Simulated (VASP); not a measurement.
# InSb (rocksalt type): single point with PBE

Crystal: InSb (rocksalt type).

```xyz
2
Lattice="0.0000 3.0755 3.0755 3.0755 0.0000 3.0755 3.0755 3.0755 0.0000" Properties=species:S:1:pos:R:3 pbc="T T T"
In    0.0000    0.0000    0.0000
Sb    3.0755    3.0755    3.0755
```

```json
{"Program": "VASP 6.6.1", "Task": "single point", "Functional": "PBE", "Potentials or basis": "VASP PAW PBE potentials, release 64 (In_d, Sb)", "Cutoff": "520 eV", "k mesh": "12 × 12 × 12", "Occupations": "fermi-dirac, width 0.1 eV", "Spin": "no spin polarisation"}
```

```json
{
  "Pressure": "0.0 GPa",
  "Band gap on the k mesh": "zero (bands 9 and 10 overlap by 2.66 eV)"
}
```

Levels at points of the mesh, in eV from the Fermi level:
```tsv
k point	band 5	band 6	band 7	band 8	band 9	band 10	band 11	band 12	band 13	band 14
(0.00, 0.00, 0.00)	-14.37	-10.87	-0.52	-0.03	-0.03	-0.03	6.02	6.02	6.02	6.17
(0.50, 0.00, 0.00)	-14.34	-9.11	-6.33	0.34	0.34	2.19	2.48	2.48	3.20	9.94
(0.50, 0.50, 0.00)	-14.33	-8.44	-4.35	-3.33	-2.07	-2.07	3.27	8.18	8.18	10.02
```

Run time: 48 s on 1 thread of Intel Xeon 8259CL (shared host), peak memory 0.22 GiB.

Caveat: spin-orbit coupling is left out, which moves the levels of the heavy elements.
